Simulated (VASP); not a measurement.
A run of VASP 6.6.1 is set up as follows.

The input INCAR:

```
PREC = Accurate
ENCUT = 520
EDIFF = 1E-7
ISMEAR = -1
SIGMA = 0.05
LREAL = F
LASPH = T
NELM = 150
ALGO = Normal
ISIF = 2
LWAVE = F
LCHARG = F
LMAXMIX = 4
LDAU = T
LDAUTYPE = 2
LDAUL = 2 -1
LDAUU = 3.5 0
LDAUJ = 0 0
LDAUPRINT = 1
GGA = PS
NBANDS = 16
```

File KPOINTS:

```
Automatic mesh
0
Gamma
  10 10 9
```

The input POSCAR:

```
WC
1.0
    2.9016135361      0.0000000000      0.0000000000
   -1.4508067681      2.5128710342      0.0000000000
    0.0000000000      0.0000000000      2.8255379072
W C
1 1
Direct
    0.0000000000      0.0000000000      0.0000000000
    0.6666666667      0.3333333333      0.5000000000
```

Potentials or basis: VASP PAW PBE potentials, release 64 (W_sv, C).

Launch:

```sh
$ cat potpaw_PBE.64/W_sv/POTCAR potpaw_PBE.64/C/POTCAR > POTCAR
$ mpirun -np 1 vasp_std > vasp.out
```

Q: Estimate the pressure.

A: 8.6 GPa.

Q: Predict the band gap on the k mesh.

A: Zero (bands 9 and 10 overlap by 1.09 eV).

Stress tensor (GPa, compression positive):
```
 7.86  0.00  0.00
 0.00  7.86  0.00
 0.00  0.00 10.16
```

Caveat: the cell stands under pressure; the PAW data sets were made with another functional, which shifts forces and pressure a little; spin-orbit coupling is left out, which moves the levels of the heavy elements; U without spin polarisation on a metal has little footing; the U is typed as a test and isn't derived for this compound.
